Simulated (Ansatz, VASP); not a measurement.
One calculation of Sr3Bi, two programs

```xyz
4
Lattice="0.0000 4.7016 4.7016 4.7016 0.0000 4.7016 4.7016 4.7016 0.0000" Properties=species:S:1:pos:R:3 pbc="T T T"
Sr    4.7016    4.7016    4.7016
Sr    2.3508    2.3508    2.3508
Sr    7.0524    7.0524    7.0524
Bi    0.0000    0.0000    0.0000
```

Alike in both runs: task single point; functional PBE; k mesh 4 × 4 × 4; occupations gaussian, width 0.1 eV; no spin polarisation.

|  | VASP | Ansatz |
| --- | --- | --- |
| version | VASP 6.6.1 | Ansatz 0.2.0 |
| potentials or method | VASP PAW PBE potentials, release 64 (Sr_sv, Bi_d), cutoff 520 eV | scalar-relativistic, plane waves, PAW |
| valence electrons in the cell | 45 | 45 |

```csv
,VASP,Ansatz,Ansatz less VASP
gap on the k mesh at the Fermi level (eV),none,none,-
pressure (GPa),-2.3,-2.3,0.00
```

A gap of «none» marks a metal or a gap that the smearing closes. The functional is the same, so the differences come from potentials, cutoffs and numerics.

Neither program's run includes spin-orbit coupling.
